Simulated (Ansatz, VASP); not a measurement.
**Si3Ge in VASP and in Ansatz**

```xyz
4
Lattice="2.7118 0.0000 0.0000 -1.3559 2.3485 0.0000 0.0000 0.0000 10.1862" Properties=species:S:1:pos:R:3 pbc="T T T"
Si    0.0000    0.0000    0.0000
Si    0.0000    0.0000    2.5465
Si    0.0000    0.0000    7.6396
Ge    0.0000    0.0000    5.0931
```

Alike in both runs: task single point; functional PBE; k mesh 6 × 6 × 2; occupations gaussian, width 0.1 eV; no spin polarisation.

```csv
,VASP,Ansatz
version,VASP 6.6.1,Ansatz 0.2.0
potentials or method,"VASP PAW PBE potentials, release 64 (Si, Ge_d), cutoff 500 eV","scalar-relativistic, plane waves, PAW"
valence electrons in the cell,26,26
```

|  | VASP | Ansatz | Ansatz less VASP |
| --- | --- | --- | --- |
| gap on the k mesh at the Fermi level (eV) | none | none | - |
| pressure (GPa) | 0.6 | 0.7 | +0.03 |
| traceless stress, the component that is largest in VASP (GPa) | 9.63 | 9.63 | +0.007 |
| rms of the force components (eV/Å) | 0.254 | 0.254 | -0.0004 |

Atom by atom the forces differ by 0.000 eV/Å (rms over components). A gap of «none» marks a metal or a gap that the smearing closes. With one functional, cell and mesh, what is left measures potentials, basis and numerics.

The k mesh is coarse, so the values compare programs but aren't converged.
